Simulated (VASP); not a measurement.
Pd: single point with LDA

The system is Pd.

```xyz
4
Lattice="2.5927 0.0000 0.0000 -1.2963 2.2453 0.0000 0.0000 0.0000 8.5731" Properties=species:S:1:pos:R:3 pbc="T T T"
Pd    0.0000    0.0000    0.0000
Pd    2.5927    0.0000    4.2865
Pd    0.0000    1.4969    2.1433
Pd    1.2963    0.7484    6.4298
```

This isn't the form of Pd at room conditions, which is fcc.

```json
{
  "Program": "VASP 6.6.1",
  "Task": "single point",
  "Functional": "LDA",
  "Potentials or basis": "VASP PAW LDA potentials, release 64 (Pd)",
  "Cutoff": "520 eV",
  "k mesh": "15 × 15 × 4",
  "Occupations": "fermi-dirac, width 0.05 eV",
  "Spin": "collinear spin",
  "Starting moments": "[0.5, 0.5, 0.5, 0.5] μB"
}
```

| Item | Value |
| --- | --- |
| Pressure | 41.0 GPa |
| Band gap on the k mesh | zero (filled and empty bands overlap) |
| Net moment | 0.00 μB per cell |
| Valence electrons inside the program's atomic spheres | Pd 9.88 |

Stress tensor (GPa, compression positive):
```
41.31  0.00  0.00
 0.00 41.31  0.00
 0.00  0.00 40.37
```

Levels at points of the mesh, in eV from the Fermi level:
Spin up:
| k point | band 16 | band 17 | band 18 | band 19 | band 20 | band 21 | band 22 | band 23 | band 24 | band 25 |
| --- | --- | --- | --- | --- | --- | --- | --- | --- | --- | --- |
| (0.00, 0.00, 0.00) | -2.01 | -2.01 | -1.40 | -1.40 | -0.93 | -0.93 | -0.16 | -0.16 | 0.41 | 8.49 |
| (0.00, 0.00, 0.50) | -1.71 | -1.71 | -1.71 | -1.55 | -1.55 | -0.50 | -0.50 | -0.50 | -0.50 | 11.19 |
Spin down:
```csv
k point,band 18,band 19,band 20,band 21,band 22,band 23
"(0.00, 0.00, 0.00)",-1.40,-1.40,-0.93,-0.93,-0.16,-0.16
"(0.00, 0.00, 0.50)",-1.71,-1.55,-1.55,-0.50,-0.50,-0.50
```

Wall time 7 min on 1 thread of Oxide Virtual Turin-like Processor, with other jobs on the host, peak memory 0.24 GiB.

Caveat: the cell stands under pressure.
